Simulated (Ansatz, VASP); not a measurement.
WS2: VASP beside Ansatz

```
CELL_PARAMETERS angstrom
1.57861 0.91141 6.05458
-1.57861 0.91141 6.05458
0.00000 -1.82282 6.05458
ATOMIC_POSITIONS crystal
W 0.99936 0.99936 0.99936
S 0.75265 0.75265 0.75265
S 0.57929 0.57929 0.57929
```

Alike in both runs: task relaxation of cell and atoms; functional PBE; dispersion D3(BJ); k mesh 12 × 12 × 12; occupations gaussian, width 0.02 eV; no spin polarisation.

```csv
,VASP,Ansatz
version,VASP 6.6.1,Ansatz 0.2.0
potentials or method,"VASP PAW PBE potentials, release 64 (W_sv, S), cutoff 600 eV","scalar-relativistic, plane waves, PAW"
valence electrons in the cell,26,26
```

VASP gave:

- gap on the k mesh at the Fermi level, each at its own relaxed structure (eV): 0.93
- relaxed volume (Å³/atom): 17.38
- relaxed length of the cell vector where the two differ most in proportion (Å): 6.310

Q: What did Ansatz give for the same quantities?

A: gap on the k mesh at the Fermi level, each at its own relaxed structure (eV): 0.92; relaxed volume (Å³/atom): 17.38; relaxed length of the cell vector where the two differ most in proportion (Å): 6.309.

Neither program's run includes spin-orbit coupling.
